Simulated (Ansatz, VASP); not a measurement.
## Two plane-wave programs on TlRu2

INCAR

```
SYSTEM = TlRu2
  ALGO = Normal
  EDIFF = 1E-6
  ENCUT = 520
  GGA = PE
  ISIF = 2
  ISMEAR = 0
  LASPH = .TRUE.
  LCHARG = .FALSE.
  LREAL = .FALSE.
  LWAVE = .FALSE.
  NBANDS = 28
  NELM = 80
  PREC = Accurate
  SIGMA = 0.1
```

File KPOINTS:

```
k-points
0
G
  6 6 6
  0 0 0
```

File POSCAR:

```
TlRu2
1.0
    0.0000000000      2.9974923681      2.9974923681
    2.9974923681      0.0000000000      2.9974923681
    2.9974923681      2.9974923681      0.0000000000
Tl Ru
1 2
Direct
    0.0000000000      0.0000000000      0.0000000000
    0.2500000000      0.2500000000      0.2500000000
    0.7500000000      0.7500000000      0.7500000000
```

Input for Ansatz:

```yaml
crystal:
  lattice:
    - [0.0, 2.9974923681, 2.9974923681]
    - [2.9974923681, 0.0, 2.9974923681]
    - [2.9974923681, 2.9974923681, 0.0]
  atoms:
    - { symbol: Tl, position: [0.0, 0.0, 0.0] }
    - { symbol: Ru, position: [0.25, 0.25, 0.25] }
    - { symbol: Ru, position: [0.75, 0.75, 0.75] }
basis:
  ecutwfc: 420
kpoints:
  mp_grid: { grid: [6, 6, 6] }
hamiltonian:
  xc: pbe
scf:
  occupations: { method: gaussian, width: 0.1 }
  lower_state_search: "off"
output:
  forces: true
  stress: true
  eigenvalues: true
```

Alike in both runs: task single point; functional PBE; k mesh 6 × 6 × 6; occupations gaussian, width 0.1 eV; no spin polarisation.

|  | VASP | Ansatz |
| --- | --- | --- |
| version | VASP 6.6.1 | Ansatz 0.2.0 |
| potentials or method | VASP PAW PBE potentials, release 64 (Tl_d, Ru_pv), cutoff 520 eV | scalar-relativistic, plane waves, PAW |
| valence electrons in the cell | 41 | 45 |

|  | VASP | Ansatz | Ansatz less VASP |
| --- | --- | --- | --- |
| gap on the k mesh at the Fermi level (eV) | none | none | - |
| pressure (GPa) | 16.2 | 16.2 | -0.06 |

A gap of «none» marks a metal or a gap that the smearing closes. VASP's potentials hold 41 valence electrons a cell and Ansatz's 45, so a difference there can come from the potentials and not from the codes.

Spin-orbit coupling is off throughout.
